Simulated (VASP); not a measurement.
# AlRu4 (P2_1/m) in VASP: notebook

The runs below take AlRu4 through relaxation of cell and atoms, single point, with PBE.

Everything below comes from runs of VASP 6.6.1. Logs are shortened: lines on timing, memory, paths and dates and some standing lists are left out, and cuts for length are marked.

## Step 1: The cell of the first run

The structure is monoclinic, space group P2_1/m (No. 11). Conventional cell: a = 4.642 Å, b = 4.245 Å, c = 7.091 Å, α = 90.00°, β = 109.11°, γ = 90.00°. Within 3.5 Å of Al (site symmetry m) lie 12 Ru at 2.63 to 2.68 Å. Ru (site symmetry m) has 10 Ru at 2.63 to 2.68 Å and 2 Al at 2.68 Å within 3.5 Å. Ru (site symmetry m) has 3 Al at 2.63 to 2.68 Å and 9 Ru at 2.63 to 2.68 Å within 3.5 Å. Within 3.5 Å of Ru (site symmetry m) lie 9 Ru at 2.63 to 2.68 Å and 3 Al at 2.63 to 2.68 Å. Ru (site symmetry m) has 8 Ru at 2.63 to 2.68 Å and 4 Al at 2.63 to 2.68 Å within 3.5 Å.

## Step 2: Relaxation of cell and atoms, PBE

Contents of INCAR:

```
SYSTEM = AlRu4
PREC = Accurate
ENCUT = 600
EDIFF = 1E-7
ISMEAR = 0
SIGMA = 0.2
LREAL = .FALSE.
LASPH = .TRUE.
NELM = 80
ALGO = Fast
ISIF = 3
LWAVE = .FALSE.
LCHARG = .FALSE.
GGA = PE
IBRION = 2
NSW = 36
EDIFFG = -0.08
```

Contents of KPOINTS:

```
Automatic mesh
0
G
  4 4 3
  0 0 0
```

Contents of POSCAR:

```
AlRu4
1.0
    4.6420000000      0.0000000000      0.0000000000
    0.0000000000      4.2450000000      0.0000000000
   -2.3211207400      0.0000000000      6.7003492100
Al Ru
2 8
Direct
    0.2667000000      0.7500000000      0.2000000000
    0.7333000000      0.2500000000      0.8000000000
    0.1333000000      0.2500000000      0.6000000000
    0.8667000000      0.7500000000      0.4000000000
    0.5333000000      0.2500000000      0.4000000000
    0.0667000000      0.7500000000      0.8000000000
    0.3333000000      0.2500000000      0.0000000000
    0.4667000000      0.7500000000      0.6000000000
    0.9333000000      0.2500000000      0.2000000000
    0.6667000000      0.7500000000      0.0000000000
```

Potentials or basis: VASP PAW PBE potentials, release 64 (Al, Ru_pv).

Command:

```console
cat potpaw_PBE.64/Al/POTCAR potpaw_PBE.64/Ru_pv/POTCAR > POTCAR
mpirun -np 1 vasp_std > vasp.out
```

OUTCAR:

```text
SYSTEM = AlRu4
   PREC = Accurate
   ENCUT = 600
   EDIFF = 1E-7
   ISMEAR = 0
   LREAL = .FALSE.
   LASPH = .TRUE.
   NELM = 80
   ISIF = 3
   GGA = PE
   IBRION = 2
   NSW = 36
   EDIFFG = -0.08

 ion  position               nearest neighbor table
   1  0.267  0.750  0.200-   5 2.63   5 2.63   7 2.63   7 2.63   9 2.63   9 2.63   4 2.68  10 2.68
                             4 2.68  10 2.68   8 2.68   6 2.68
   2  0.733  0.250  0.800-   8 2.63   8 2.63  10 2.63  10 2.63   6 2.63   6 2.63   3 2.68   7 2.68
                             3 2.68   7 2.68   5 2.68   9 2.68
   3  0.133  0.250  0.600-   4 2.63   4 2.63   6 2.63   6 2.63   8 2.63   8 2.63   2 2.68   5 2.68
                             2 2.68   5 2.68   7 2.68   9 2.68
   4  0.867  0.750  0.400-   3 2.63   3 2.63   9 2.63   9 2.63   5 2.63   5 2.63   1 2.68   8 2.68
                             1 2.68   8 2.68   6 2.68  10 2.68
   5  0.533  0.250  0.400-   1 2.63   1 2.63   8 2.63   8 2.63   4 2.63   4 2.63   9 2.68   3 2.68
                             9 2.68   3 2.68   2 2.68   7 2.68
   6  0.067  0.750  0.800-   7 2.63   7 2.63   3 2.63   3 2.63   2 2.63   2 2.63   8 2.68  10 2.68
                             8 2.68  10 2.68   4 2.68   1 2.68
   7  0.333  0.250  0.000-   6 2.63   6 2.63   1 2.63   1 2.63  10 2.63  10 2.63   9 2.68   2 2.68
                             9 2.68   2 2.68   5 2.68   3 2.68
   8  0.467  0.750  0.600-   2 2.63   2 2.63   5 2.63   5 2.63   3 2.63   3 2.63   6 2.68   4 2.68
                             6 2.68   4 2.68   1 2.68  10 2.68
   9  0.933  0.250  0.200-  10 2.63  10 2.63   4 2.63   4 2.63   1 2.63   1 2.63   5 2.68   7 2.68
                             5 2.68   7 2.68   3 2.68   2 2.68
  10  0.667  0.750  0.000-   9 2.63   9 2.63   2 2.63   2 2.63   7 2.63   7 2.63   1 2.68   6 2.68
                             1 2.68   6 2.68   8 2.68   4 2.68

  LATTYP: Found a simple monoclinic cell.
 ALAT       =     4.6420000000
 B/A-ratio  =     0.9144765187
 C/A-ratio  =     1.5275572945
 COS(beta)  =    -0.3273029375

  Lattice vectors:

 A1 = (   4.6420000000,   0.0000000000,   0.0000000000)
 A2 = (   0.0000000000,  -4.2450000000,   0.0000000000)
 A3 = (  -2.3208792600,   0.0000000000,  -6.7003492100)

Analysis of symmetry for initial positions (statically):
=====================================================================
 Subroutine PRICEL returns:
 Original cell was already a primitive cell.

 Routine SETGRP: Setting up the symmetry group for a
 simple monoclinic supercell.

 Subroutine GETGRP returns: Found  4 space group operations
 (whereof  2 operations were pure point group operations)
 out of a pool of  4 trial point group operations.

The static configuration has the point symmetry S_2 .
 The point group associated with its full space group is C_2h.

Analysis of symmetry for dynamics (positions and initial velocities):
=====================================================================
 Subroutine PRICEL returns:
 Original cell was already a primitive cell.

 Routine SETGRP: Setting up the symmetry group for a
 simple monoclinic supercell.

 Subroutine GETGRP returns: Found  4 space group operations
 (whereof  2 operations were pure point group operations)
 out of a pool of  4 trial point group operations.

The dynamic configuration has the point symmetry S_2 .
 The point group associated with its full space group is C_2h.

 Subroutine INISYM returns: Found  4 space group operations
 (whereof  2 operations are pure point group operations),
 and found     1 'primitive' translations

----------------------------------------------------------------------------------------

                                     Primitive cell

  volume of cell :     132.0323

  direct lattice vectors                    reciprocal lattice vectors
     4.642000000  0.000000000  0.000000000     0.215424386  0.000000000  0.074626858
     0.000000000  4.245000000  0.000000000     0.000000000  0.235571260  0.000000000
    -2.321120740  0.000000000  6.700349210     0.000000000  0.000000000  0.149245953

  length of vectors
     4.642000000  4.245000000  7.091000002     0.227984285  0.235571260  0.149245953

  position of ions in fractional coordinates (direct lattice)
     0.266700000  0.750000000  0.200000000
     0.733300000  0.250000000  0.800000000
     0.133300000  0.250000000  0.600000000
     0.866700000  0.750000000  0.400000000
     0.533300000  0.250000000  0.400000000
     0.066700000  0.750000000  0.800000000
     0.333300000  0.250000000  0.000000000
     0.466700000  0.750000000  0.600000000
     0.933300000  0.250000000  0.200000000
     0.666700000  0.750000000  0.000000000

  ion indices of the primitive-cell ions
   primitive index   ion index
[... 38 lines left out ...]
            Coordinates               Weight
  0.000000  0.000000  0.000000      1.000000
  0.250000  0.000000 -0.000000      2.000000
  0.500000  0.000000 -0.000000      1.000000
  0.000000  0.250000  0.000000      2.000000
  0.250000  0.250000 -0.000000      4.000000
  0.500000  0.250000 -0.000000      2.000000
[... 13 lines left out ...]
  0.500000  0.500000  0.333333      2.000000
 -0.250000  0.500000  0.333333      2.000000
   k-points           NKPTS =     21   k-points in BZ     NKDIM =     21   number of bands    NBANDS=     70
   number of dos      NEDOS =    301   number of ions     NIONS =     10
   total plane-waves  NPLWV =  86400
   dimension x,y,z NGX =    40 NGY =   36 NGZ =   60
   dimension x,y,z NGXF=    80 NGYF=   72 NGZF=  120
   ions per type =               2   8
   NGX,Y,Z   is equivalent  to a cutoff of  14.33, 14.10, 14.07 a.u.
   NGXF,Y,Z  is equivalent  to a cutoff of  28.65, 28.20, 28.13 a.u.
 SYSTEM =  AlRu4
   PREC   = accura    normal or accurate (medium, high low for compatibility)
   ISTART =      0    job   : 0-new  1-cont  2-samecut
   ICHARG =      2    charge: 1-file 2-atom 10-const
   ISPIN  =      1    spin polarized calculation?
   LNONCOLLINEAR =      F non collinear calculations
   LSORBIT =      F    spin-orbit coupling
   LASPH  =      T    aspherical Exc in radial PAW
   ENCUT  =  600.0 eV  44.10 Ry    6.64 a.u.   9.27  8.48 14.16*2*pi/ulx,y,z
   NELM   =     80;   NELMIN=  2; NELMDL= -5     # of ELM steps
   EDIFF  = 0.1E-06   stopping-criterion for ELM
   LREAL  =      F    real-space projection
   EDIFFG = -.8E-01   stopping-criterion for IOM
   NSW    =     36    number of steps for IOM
   IBRION =      2    ionic relax: 0-MD 1-quasi-New 2-CG
   NFREE  =      1    steps in history (QN), initial steepest desc. (CG)
   ISIF   =      3    stress and relaxation
   ISYM   =      2    0-nonsym 1-usesym 2-fastsym
   POTIM  = 0.5000    time-step for ionic-motion
   TEBEG  =    0.0;   TEEND  =   0.0 temperature during run
   PSTRESS=    0.0 pullay stress
   NELECT =     118.0000    total number of electrons
   NUPDOWN=      -1.0000    fix difference up-down
   EMIN   =  10.00;   EMAX   =-10.00  energy-range for DOS
   EFERMI =   0.00;   METHOD = LEGACY
   ISMEAR =     0;   SIGMA  =   0.20  broadening in eV -4-tet -1-fermi 0-gaus
   EFERMI_NEDOS =   21; number of points for ismear=-14 and -15
   IALGO  =     68    algorithm
   IMIX   =      4    mixing-type and parameters
     AMIX     =   0.40;   BMIX     =  1.00
     AMIX_MAG =   1.60;   BMIX_MAG =  1.00
  volume/ion in A,a.u.               =      13.20        89.10
  Fermi-wavevector in a.u.,A,eV,Ry     =   1.576917  2.979940 33.833147  2.486666
  Thomas-Fermi vector in A             =   2.677677
   LORBIT       =      0    0 simple, 1 ext, 2 COOP (PROOUT), +10 PAW based schemes
   GGA     = PE    functional components
   LHFCALC =     F    Hartree Fock is set to
   AEXX    =    0.0000 exact exchange contribution
   IVDW    =     0    specifies the selected vdW correction
   LEPSILON=     F    determine dielectric tensor
   LRPA    =     F    only Hartree local field effects (RPA)
 conjugate gradient relaxation of ions
 non-spin polarized calculation
 RMM-DIIS sequential band-by-band and
 Gauss-broadening in eV      SIGMA  =   0.20
  energy-cutoff  :      600.00
  volume of cell :      132.03
 maximum number of plane-waves:      4441
 NGX is ok and might be reduce to    40
   NGX = 19   NGY = 17   NGZ = 29

--------------------------------------- Ionic step        1  -------------------------------------------

 number of electron     117.9999980 magnetization

 Free energy of the ion-electron system (eV)
  ---------------------------------------------------
  ext. energy  EPLUGINS =         0.00000000
  ---------------------------------------------------
  free energy    TOTEN  =       -82.07209595 eV

  energy without entropy =      -81.80972187  energy(sigma->0) =      -81.94090891

------------------------ aborting loop because EDIFF is reached ----------------------------------------

  FORCE on cell =-STRESS in cart. coord.  units (eV):
  Direction    XX          YY          ZZ          XY          YZ          ZX
  --------------------------------------------------------------------------------------
  -------------------------------------------------------------------------------------
  Total       11.8911289     14.5500360     10.4167757      0.0000000      0.0000000      0.2425967
  in kB      144.2957036    176.5608378    126.4048180      0.0000000      0.0000000      2.9438462
  external PRESSURE =     149.0871198 kB  Pullay stress =       0.0000000 kB
[... 31 lines left out ...]
--------------------------------------- Ionic step        2  -------------------------------------------

 number of electron     118.0000010 magnetization

 E-fermi :   9.8485     XC(G=0): -12.6481

 val. band max:        9.8415770738   @ k =   0.5000   0.5000  -0.0000
 cond. band min:       9.8644658179   @ k =   0.5000   0.0000   0.3333
 fundamental gap:      0.0228887441
 Fermi energy:         9.8484636020

 k-point     1 :       0.0000    0.0000    0.0000
  band No.  band energies     occupation
      1     -33.1065      2.00000
      2     -33.0133      2.00000
      3     -32.9511      2.00000
      4     -32.9195      2.00000
      5     -32.9055      2.00000
      6     -32.8952      2.00000
[... 1603 lines left out ...]
  FREE ENERGIE OF THE ION-ELECTRON SYSTEM (eV)
  ---------------------------------------------------
  free  energy   TOTEN  =       -82.4120229730 eV

  energy  without entropy=      -82.1292649421  energy(sigma->0) =      -82.27064396

[... ionic steps 4 to 7 ...]

--------------------------------------- Ionic step        8  -------------------------------------------

 number of electron     118.0000029 magnetization

------------------------ aborting loop because EDIFF is reached ----------------------------------------
[... 83 lines left out ...]
--------------------------------------- Ionic step       10  -------------------------------------------

 number of electron     118.0000026 magnetization

 Free energy of the ion-electron system (eV)
  ---------------------------------------------------
  ext. energy  EPLUGINS =         0.00000000
  ---------------------------------------------------
  free energy    TOTEN  =       -82.46237510 eV

  energy without entropy =      -82.18658786  energy(sigma->0) =      -82.32448148

 E-fermi :  11.7668     XC(G=0): -13.3346

 val. band max:       11.7620147144   @ k =   0.0000   0.2500   0.0000
 cond. band min:      11.7715580610   @ k =  -0.2500   0.2500   0.3333
 fundamental gap:      0.0095433466
 Fermi energy:        11.7667811773

 k-point     1 :       0.0000    0.0000    0.0000
  band No.  band energies     occupation
      1     -31.5529      2.00000
      2     -31.3983      2.00000
      3     -31.3054      2.00000
      4     -31.2643      2.00000
      5     -31.2609      2.00000
      6     -31.2444      2.00000
[... 1559 lines left out ...]
  FREE ENERGIE OF THE ION-ELECTRON SYSTEM (eV)
  ---------------------------------------------------
  free  energy   TOTEN  =       -82.4623750992 eV

  energy  without entropy=      -82.1865878647  energy(sigma->0) =      -82.32448148

 reached required accuracy - stopping structural energy minimisation
```

Run time: 24 min. Hardware: 1 thread of Intel Xeon 6975P-C (Granite Rapids), shared host; peak memory 0.41 GiB.

What came out:

| Item | Value |
| --- | --- |
| Free energy | -82.4624 eV |
| Relaxed volume | 13.89 Å³/atom |
| Relaxed cell | a = 4.727 Å, b = 4.335 Å, c = 7.173 Å, α = 90.00°, β = 109.11°, γ = 90.00° |
| Space group after relaxing (to 0.1 Å) | P2_1/m (No. 11) |
| Energy gained by relaxing | 39.0 meV/atom |
| Ionic steps | 10 |
| Pressure after relaxing | 0.3 GPa |
| Largest force after relaxing | 0.075 eV/Å |
| Band gap on the k mesh | zero (bands 59 and 60 overlap by 0.46 eV) |

Forces on the atoms (eV/Å):
```
Al  -0.060  0.000 -0.040
Al   0.060  0.000  0.040
Ru   0.018  0.000  0.042
Ru  -0.018  0.000 -0.042
Ru   0.015  0.000  0.011
Ru   0.011  0.000  0.036
Ru   0.052  0.000 -0.053
Ru  -0.015  0.000 -0.011
Ru  -0.011  0.000 -0.036
Ru  -0.052  0.000  0.053
```

Stress tensor (GPa, compression positive):
```
0.25 0.00 0.02
0.00 0.52 0.00
0.02 0.00 0.06
```

The path:
```csv
step,energy change (eV),largest force (eV/Å),pressure (GPa),volume (Å³)
1,0.0000,0.6989,14.91,132.03
2,1.1183,0.3679,-23.50,156.91
3,-0.3399,0.4860,-1.18,139.55
4,-0.3406,0.4919,-0.62,139.24
5,-0.3738,0.2569,-0.03,138.94
6,-0.3765,0.1938,0.24,138.82
7,-0.3860,0.1290,-0.27,139.12
8,-0.3885,0.1042,-0.65,139.36
9,-0.3879,0.0666,1.36,138.31
10,-0.3903,0.0745,0.28,138.87
```

Final structure:
```
Al Ru
1.0
     4.72696    0.00000    0.00545
     0.00000    4.33458    0.00000
    -2.35575    0.00000    6.77495
Al Ru
2 8
Direct
  0.26303 0.75000 0.19929
  0.73697 0.25000 0.80071
  0.13437 0.25000 0.59976
  0.86563 0.75000 0.40024
  0.53232 0.25000 0.39961
  0.05659 0.75000 0.79354
  0.34432 0.25000 0.00835
  0.46768 0.75000 0.60039
  0.94341 0.25000 0.20646
  0.65568 0.75000 0.99165
```

Caveat: the k points lie up to 0.36 Å⁻¹ apart in the final cell; the relaxation stopped at a loose force limit of 0.08 eV/Å, so its end isn't a converged minimum.

## Step 3: Single point, PBE

This run uses another cell than the first one, of 13.90 Å³/atom.

Contents of INCAR:

```
ALGO = Fast
EDIFF = 1E-7
ENCUT = 520
GGA = PE
ISIF = 2
ISMEAR = 0
LASPH = T
LCHARG = F
LREAL = F
LWAVE = F
NBANDS = 70
NELM = 60
PREC = Accurate
SIGMA = 0.1
```

Contents of KPOINTS:

```
k-points
0
Gamma
  8 8 6
```

Contents of POSCAR:

```
AlRu4
1.0
    4.7341770137      0.0000000000     -0.0008644850
    0.0000000000      4.3322954774      0.0000000000
   -2.3373496284      0.0000000000      6.7786072077
Al Ru
2 8
Direct
    0.2591874921      0.7500000000      0.1985977991
    0.7408125079      0.2500000000      0.8014022009
    0.1347346646      0.2500000000      0.6000846091
    0.8652653354      0.7500000000      0.3999153909
    0.5320178436      0.2500000000      0.3996281394
    0.0571192014      0.7500000000      0.7930034634
    0.3478112235      0.2500000000      0.0084999288
    0.4679821564      0.7500000000      0.6003718606
    0.9428807986      0.2500000000      0.2069965366
    0.6521887765      0.7500000000      0.9915000712
```

Potentials or basis: VASP PAW PBE potentials, release 64 (Al, Ru_pv).

Command:

```console
cat potpaw_PBE.64/Al/POTCAR potpaw_PBE.64/Ru_pv/POTCAR > POTCAR
mpirun -np 1 vasp_std > vasp.out
```

It took 51 min on 1 thread of Oxide Virtual Turin-like, shared host; peak memory 0.83 GiB.

It converged, with:

| Property | Result |
| --- | --- |
| Free energy | -82.3965 eV |
| Pressure | -0.1 GPa |
| Largest force | 0.008 eV/Å |
| Band gap on the k mesh | zero (bands 59 and 60 overlap by 0.52 eV) |

Forces in eV/Å, atoms in the order of the input:
```
Al  -0.001  0.000  0.001
Al   0.001  0.000 -0.001
Ru   0.001  0.000  0.001
Ru  -0.001  0.000 -0.001
Ru   0.006  0.000 -0.006
Ru   0.003  0.000  0.002
Ru   0.004  0.000  0.000
Ru  -0.006  0.000  0.006
Ru  -0.003  0.000 -0.002
Ru  -0.004  0.000  0.000
```

Levels at points of the mesh, in eV from the Fermi level:
```
           k point  band 55  band 56  band 57  band 58  band 59  band 60  band 61  band 62  band 63  band 64
(0.00, 0.00, 0.00)    -0.67    -0.65    -0.41    -0.09    -0.08     0.03     0.09     0.51     0.88     0.91
(0.50, 0.00, 0.00)    -0.89    -0.63    -0.27    -0.13    -0.06     0.18     0.30     0.68     0.80     0.95
(0.00, 0.50, 0.00)    -0.94    -0.94    -0.47    -0.47    -0.23    -0.23     0.11     0.11     0.97     0.97
(0.50, 0.50, 0.00)    -0.67    -0.67    -0.13    -0.13     0.04     0.04     0.18     0.18     0.72     0.72
(0.00, 0.00, 0.50)    -1.26    -0.64    -0.61    -0.15     0.19     0.21     0.30     0.31     0.32     0.95
(0.50, 0.00, 0.50)    -0.75    -0.72    -0.38    -0.17     0.21     0.28     0.30     0.58     0.79     0.85
(0.00, 0.50, 0.50)    -0.80    -0.80    -0.15    -0.15    -0.04    -0.04     0.23     0.23     0.29     0.29
(0.50, 0.50, 0.50)    -0.76    -0.76    -0.50    -0.50     0.29     0.29     0.66     0.66     0.99     0.99
```
